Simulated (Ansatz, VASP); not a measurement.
## One calculation of Ca, two programs

Contents of INCAR:

```
SYSTEM = Ca
ALGO = Fast
EDIFF = 1E-7
ENCUT = 520
GGA = PS
ISIF = 2
ISMEAR = 0
LASPH = .True.
LCHARG = .False.
LREAL = .False.
LWAVE = .False.
NBANDS = 11
NELM = 80
PREC = Accurate
SIGMA = 0.15
```

The input KPOINTS:

```
k-points
0
Gamma
  14 14 14
  0 0 0
```

The input POSCAR:

```
Ca
1.0
    0.0000000000      2.7942000000      2.7942000000
    2.5147800000      0.0000000000      2.7942000000
    2.5147800000      2.7942000000      0.0000000000
Ca
1
Direct
    0.0000000000      0.0000000000      0.0000000000
```

Input for Ansatz:

```yaml
crystal:
  lattice:
    - [0.0, 2.7942, 2.7942]
    - [2.51478, 0.0, 2.7942]
    - [2.51478, 2.7942, 0.0]
  atoms:
    - { symbol: Ca, position: [0.0, 0.0, 0.0] }
basis:
  ecutwfc: 420
kpoints:
  mp_grid: { grid: [14, 14, 14] }
hamiltonian:
  xc: pbesol
scf:
  occupations: { method: gaussian, width: 0.15 }
output:
  forces: true
  stress: true
  eigenvalues: true
```

Change from the starting cell: strain -0.1000 x Voigt [1, 0, 0, 0, 0, 0], atoms carried along.

Alike in both runs: task single point; functional PBEsol; k mesh 14 × 14 × 14; occupations gaussian, width 0.15 eV; no spin polarisation.

|  | VASP | Ansatz |
| --- | --- | --- |
| version | VASP 6.6.1 | Ansatz 0.2.0 |
| potentials or method | VASP PAW PBE potentials, release 64 (Ca_sv), cutoff 520 eV | scalar-relativistic, plane waves, PAW |
| valence electrons in the cell | 10 | 10 |

|  | VASP | Ansatz | Ansatz less VASP |
| --- | --- | --- | --- |
| gap on the k mesh at the Fermi level (eV) | none | none | - |
| pressure (GPa) | 0.6 | 0.6 | 0.00 |
| traceless stress, the component that is largest in VASP (GPa) | 0.27 | 0.27 | +0.001 |

VASP's potentials were made for PBE, not for PBEsol. A gap of «none» marks a metal or a gap that the smearing closes. With one functional, cell and mesh, what is left measures potentials, basis and numerics.
